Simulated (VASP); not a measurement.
Write the native input for VASP 6.6.1 that does the following.

* Task: single point
* Functional: r2SCAN
* Potentials or basis: VASP PAW PBE potentials, release 64 (Mg)
* Cutoff: 520 eV
* k mesh: 1 × 1 × 12
* Occupations: gaussian, width 0.05 eV
* Spin: collinear spin
* Starting moments: [0.5, 0.5, 0.5, 0.5] μB
* Dipole correction: no
* Further INCAR settings: ALGO = Normal; EDIFF = 1e-07; NBANDS = 16

The system is Mg, a wire with vacuum.

```
CELL_PARAMETERS angstrom
11.90000 0.00000 0.00000
0.00000 9.30000 0.00000
0.00000 0.00000 5.54566
ATOMIC_POSITIONS crystal
Mg 0.37767 0.50000 0.00000
Mg 0.37767 0.50000 0.50000
Mg 0.62233 0.50000 0.00000
Mg 0.62233 0.50000 0.50000
```

One way to write it, as run:

POSCAR

```
Mg
1.0
   11.9000000000      0.0000000000      0.0000000000
    0.0000000000      9.3000000000      0.0000000000
    0.0000000000      0.0000000000      5.5456604980
Mg
4
Direct
    0.3776692537      0.5000000000      0.0000000000
    0.3776692537      0.5000000000      0.5000000000
    0.6223307463      0.5000000000      0.0000000000
    0.6223307463      0.5000000000      0.5000000000
```

INCAR.step1

```
SYSTEM = Mg
ALGO     = Normal         ! electronic algorithm
EDIFF    = 1E-4           ! SCF threshold, eV
ENCUT    = 520            ! plane-wave cutoff, eV
GGA      = PE             ! functional
ISMEAR   = 0              ! smearing method
ISPIN    = 2              ! spin polarisation
LASPH    = .TRUE.         ! aspherical terms in the spheres
LCHARG   = .FALSE.        ! write CHGCAR
LREAL    = .FALSE.        ! projectors in reciprocal space
LWAVE    = .TRUE.         ! write WAVECAR
MAGMOM   = 0.5 0.5 0.5 0.5 ! initial moments
NBANDS   = 16             ! bands
NELM     = 150            ! most SCF steps
PREC     = Accurate       ! precision mode
SIGMA    = 0.05           ! smearing width, eV
```

INCAR.step2

```
SYSTEM = Mg
ALGO     = Normal         ! electronic algorithm
EDIFF    = 1E-7           ! SCF threshold, eV
ENCUT    = 520            ! plane-wave cutoff, eV
ISIF     = 2              ! what is computed and relaxed
ISMEAR   = 0              ! smearing method
ISPIN    = 2              ! spin polarisation
ISTART   = 1            
LASPH    = .TRUE.         ! aspherical terms in the spheres
LCHARG   = .FALSE.        ! write CHGCAR
LMIXTAU  = .TRUE.       
LORBIT   = 11             ! projections on sites
LREAL    = .FALSE.        ! projectors in reciprocal space
LWAVE    = .FALSE.        ! write WAVECAR
MAGMOM   = 0.5 0.5 0.5 0.5 ! initial moments
METAGGA  = R2SCAN         ! meta-GGA
NBANDS   = 16             ! bands
NELM     = 150            ! most SCF steps
PREC     = Accurate       ! precision mode
SIGMA    = 0.05           ! smearing width, eV
```

KPOINTS

```
k-points
0
G
  1 1 12
  0 0 0
```

Potentials or basis: VASP PAW PBE potentials, release 64 (Mg).

Launch:

```console
$ cat potpaw_PBE.64/Mg/POTCAR > POTCAR
$ cp INCAR.step1 INCAR
$ mpirun -np 1 vasp_std > vasp.out
$ cp INCAR.step2 INCAR
$ mpirun -np 1 vasp_std > vasp.out
```

Results of the run:

* Largest force: 0.214 eV/Å
* Net moment: 1.17 μB per cell
* Site moments: Mg +0.02 μB
* Valence electrons inside the program's atomic spheres: Mg 0.36

Caveat: the PAW data sets were made with another functional, which shifts forces and pressure a little.

Run time: 8.5 min on 1 thread of AMD EPYC 9R45 96-Core Processor (Zen 5), on a shared host, peak memory 0.92 GiB.
